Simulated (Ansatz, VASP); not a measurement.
# Ti in VASP and in Ansatz

The input INCAR:

```
SYSTEM = Ti
PREC = Accurate
ENCUT = 500
EDIFF = 1E-6
ISMEAR = -1
SIGMA = 0.05
LREAL = .False.
LASPH = .True.
NELM = 120
ALGO = Normal
ISIF = 2
LWAVE = .False.
LCHARG = .True.
LELF = .True.
LVHAR = .True.
NBANDS = 12
GGA_COMPAT = .False.
```

Contents of KPOINTS:

```
Automatic mesh
0
Gamma
  15 15 15
  0 0 0
```

POSCAR

```
Ti
1.0
    0.0000000000      2.0025642044      2.0025642044
    2.0025642044      0.0000000000      2.0025642044
    2.0025642044      2.0025642044      0.0000000000
Ti
1
Direct
    0.0000000000      0.0000000000      0.0000000000
```

Input for Ansatz:

```yaml
crystal:
  lattice:
    - [0.0, 2.0025642044, 2.0025642044]
    - [2.0025642044, 0.0, 2.0025642044]
    - [2.0025642044, 2.0025642044, 0.0]
  atoms:
    - { symbol: Ti, position: [0.0, 0.0, 0.0] }
kpoints:
  mp_grid: { grid: [15, 15, 15] }
  band_path:
    path:
      - [0.0, 0.0, 0.0]
      - [0.5, 0.0, 0.5]
      - [0.625, 0.25, 0.625]
      - [0.375, 0.375, 0.75]
      - [0.0, 0.0, 0.0]
      - [0.5, 0.5, 0.5]
      - [0.5, 0.25, 0.75]
      - [0.5, 0.0, 0.5]
    npoints: 5
scf:
  occupations: { method: fermi_dirac, width: 0.05 }
hamiltonian:
  xc: lda
  pseudopotentials: { kind: all_electron, lapw: { basis_error: 0.00025 } }
output:
  forces: true
  stress: true
  eigenvalues: true
```

Change from the starting cell: volume scaled by 0.96.

Alike in both runs: task single point; functional LDA; k mesh 15 × 15 × 15; occupations fermi-dirac, width 0.05 eV; no spin polarisation.

|  | VASP | Ansatz |
| --- | --- | --- |
| version | VASP 6.6.1 | Ansatz 0.2.0 |
| potentials or method | VASP PAW LDA potentials, release 64 (Ti_sv), cutoff 500 eV | all-electron LAPW, scalar-relativistic |

VASP gave:

| Item | Value |
| --- | --- |
| pressure (GPa) | -0.4 |

Which values does Ansatz return?

Pressure (GPa): -0.2.

LDA's correlation is that of Perdew and Zunger in VASP and of Perdew and Wang (1992) in Ansatz. Ansatz ran all-electron here, and VASP with PAW potentials.
